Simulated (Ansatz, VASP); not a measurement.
## Two plane-wave programs on Mo

```
Mo
1.0
     2.76287    0.00000    0.00000
    -1.38143    2.36902    0.00000
     0.00000    0.00000    2.55518
Mo
1
Direct
  0.00000 0.00000 0.50000
```

Change from the starting cell: strain +0.0100 x Voigt [1, 0, 0, 0, 0, 0], atoms carried along.

Alike in both runs: task single point; functional PBEsol; k mesh 18 × 18 × 18; occupations gaussian, width 0.15 eV; no spin polarisation.

|  | VASP | Ansatz |
| --- | --- | --- |
| version | VASP 6.6.1 | Ansatz 0.2.0 |
| potentials or method | VASP PAW PBE potentials, release 64 (Mo_sv), cutoff 520 eV | scalar-relativistic, plane waves, PAW |
| valence electrons in the cell | 14 | 14 |

|  | VASP | Ansatz | Ansatz less VASP |
| --- | --- | --- | --- |
| gap on the k mesh at the Fermi level (eV) | none | none | - |
| pressure (GPa) | -5.3 | -5.8 | -0.51 |
| traceless stress, the component that is largest in VASP (GPa) | -3.64 | -3.75 | -0.103 |

VASP's potentials were made for PBE, not for PBEsol. A gap of «none» marks a metal or a gap that the smearing closes.
